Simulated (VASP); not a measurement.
# Ga3I2: single point with PBE

Crystal: Ga3I2.

```
Ga I
1.0
     5.40973    0.00000    0.00000
    -2.70486    4.68496    0.00000
     0.00000    0.00000    8.98700
Ga I
3 2
Cartesian
  2.7049 -0.0060 4.4935
  -1.3473 2.3455 4.4935
  1.3473 2.3455 4.4935
  2.7049 1.5617 1.8161
  2.7049 1.5617 7.1709
```

The cell was built from a structure type or drawn by symmetry, and may not be a known phase.

```json
{
  "Program": "VASP 6.6.1",
  "Task": "single point",
  "Functional": "PBE",
  "Potentials or basis": "VASP PAW PBE potentials, release 64 (Ga_d, I)",
  "Cutoff": "520 eV",
  "k mesh": "6 × 6 × 4",
  "Occupations": "gaussian, width 0.1 eV",
  "Spin": "no spin polarisation"
}
```

The pressure is 0.1 GPa, the largest force is 0.033 eV/Å and the band gap on the k mesh is zero (an odd number of electrons rules out a gap without spin polarisation).

Forces in eV/Å, atoms in the order of the input:
```
Ga   0.000  0.012  0.000
Ga  -0.010 -0.006  0.000
Ga   0.010 -0.006  0.000
I    0.000  0.000 -0.033
I    0.000  0.000  0.033
```

Stress tensor (GPa, compression positive):
```
 0.14  0.00  0.00
 0.00  0.14  0.00
 0.00  0.00 -0.10
```

Levels at points of the mesh, in eV from the Fermi level:
```
           k point  band 22  band 23  band 24  band 25  band 26  band 27  band 28  band 29  band 30  band 31
(0.00, 0.00, 0.00)    -2.79    -1.86    -1.86    -1.14    -1.14    -1.11     0.03     0.03     1.79     3.78
(0.50, 0.00, 0.00)    -2.55    -2.42    -1.99    -1.81    -1.25    -0.82     1.76     3.76     3.97     4.12
(0.00, 0.00, 0.50)    -3.15    -2.10    -2.10    -0.98    -0.98     0.14     0.14     0.31     1.09     4.08
(0.50, 0.00, 0.50)    -2.74    -2.27    -2.22    -1.12    -0.96     0.24     1.46     3.29     3.79     3.94
```

It took 68 s on 1 thread of Intel(R) Xeon(R) 6975P-C (Granite Rapids) (shared host), peak memory 0.39 GiB.

Caveat: spin-orbit coupling is left out, which moves the levels of the heavy elements; this functional lacks dispersion, which binds the layers, so the pressure and a relaxed spacing across them are unreliable; an odd number of electrons without spin polarisation forces a metal; a magnetic or distorted state may lie lower.
